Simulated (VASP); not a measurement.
Crystal: KTaO3.

```
CELL_PARAMETERS angstrom
4.04078 0.00000 0.00000
0.00000 4.04078 0.00000
0.00000 0.00000 4.04078
ATOMIC_POSITIONS crystal
Ta 0.00000 0.00000 0.00000
K 0.50000 0.50000 0.50000
O 0.00000 0.00000 0.50000
O 0.00000 0.50000 0.00000
O 0.50000 0.00000 0.00000
```

Base run:

```yaml
Program: VASP 6.6.1
Functional: r2SCAN
Potentials_or_basis: VASP PAW PBE potentials, release 64 (Ta_pv, K_sv, O)
Cutoff: 520 eV
k_mesh: 7 × 7 × 7
Occupations: fermi-dirac, width 0.05 eV
Spin: no spin polarisation
```

Its results: band gap on the k mesh 2.55 eV, indirect (least direct gap 3.16 eV); pressure -6.5 GPa.

Problem. The run is repeated on the same cell with these changes: functional from r2SCAN to PBE. What comes out?

Solution. Band gap on the k mesh 2.14 eV, indirect (least direct gap 2.72 eV); pressure -1.7 GPa.

r2SCAN gives the wider gap, since meta-GGAs in the generalised Kohn-Sham scheme recover part of the derivative discontinuity.

Caveats: spin-orbit coupling is left out, which moves the levels of the heavy elements; the PAW data sets were made with another functional, which shifts forces and pressure a little (some runs).

A k mesh can miss the band edges.
